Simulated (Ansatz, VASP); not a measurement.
# CaO: VASP beside Ansatz

File INCAR:

```
ALGO = Normal
EDIFF = 1E-7
ENCUT = 520
GGA = PE
ISIF = 2
ISMEAR = 0
LASPH = T
LCHARG = T
LELF = T
LREAL = F
LVHAR = T
LWAVE = F
NBANDS = 24
NELM = 100
PREC = Accurate
SIGMA = 0.05
```

Contents of KPOINTS:

```
k-points
0
Gamma
  9 9 6
```

POSCAR

```
CaO
1.0
    4.2982166113      0.0000000000      0.0000000000
   -2.1491083056      3.2139340708      0.0000000000
    0.0000000000      0.0000000000      4.8077584735
Ca O
2 2
Direct
    0.3333333333      0.6666666667      0.7500000000
    0.6666666667      0.3333333333      0.2500000000
    0.3333333333      0.6666666667      0.2500000000
    0.6666666667      0.3333333333      0.7500000000
```

Input for Ansatz:

```yaml
crystal:
  lattice:
    - [4.2982166113, 0.0, 0.0]
    - [-2.1491083056, 3.2139340708, 0.0]
    - [0.0, 0.0, 4.8077584735]
  atoms:
    - { symbol: Ca, position: [0.3333333333, 0.6666666667, 0.75] }
    - { symbol: Ca, position: [0.6666666667, 0.3333333333, 0.25] }
    - { symbol: O, position: [0.3333333333, 0.6666666667, 0.25] }
    - { symbol: O, position: [0.6666666667, 0.3333333333, 0.75] }
basis:
  ecutwfc: 520.0
kpoints:
  mp_grid: { grid: [9, 9, 6] }
hamiltonian:
  xc: pbe
scf:
  occupations: { method: gaussian, width: 0.05 }
output:
  forces: true
  stress: true
  eigenvalues: true
  write_density: true
  write_potential: true
  elf: true
  volumetric_format: npy
```

Change from the starting cell: strain +e along x and -e along y +0.0733, strain +e along z and -e/2 along x and y +0.0000.

Alike in both runs: task single point; functional PBE; k mesh 9 × 9 × 6; occupations gaussian, width 0.05 eV; no spin polarisation.

|  | VASP | Ansatz |
| --- | --- | --- |
| version | VASP 6.6.1 | Ansatz 0.2.0 |
| potentials or method | VASP PAW PBE potentials, release 64 (Ca_sv, O), cutoff 520 eV | scalar-relativistic, plane waves, PAW |
| valence electrons in the cell | 32 | 32 |

|  | VASP | Ansatz | Ansatz less VASP |
| --- | --- | --- | --- |
| gap on the k mesh at the Fermi level (eV) | 3.20 | 3.22 | +0.013 |
| least direct gap on the mesh (eV) | 3.20 | 3.22 | +0.013 |
| pressure (GPa) | 2.0 | 1.4 | -0.51 |
| traceless stress, the component that is largest in VASP (GPa) | 7.27 | 7.07 | -0.208 |
| rms of the force components (eV/Å) | 0.615 | 0.587 | -0.0282 |

Atom by atom the forces differ by 0.028 eV/Å (rms over components).
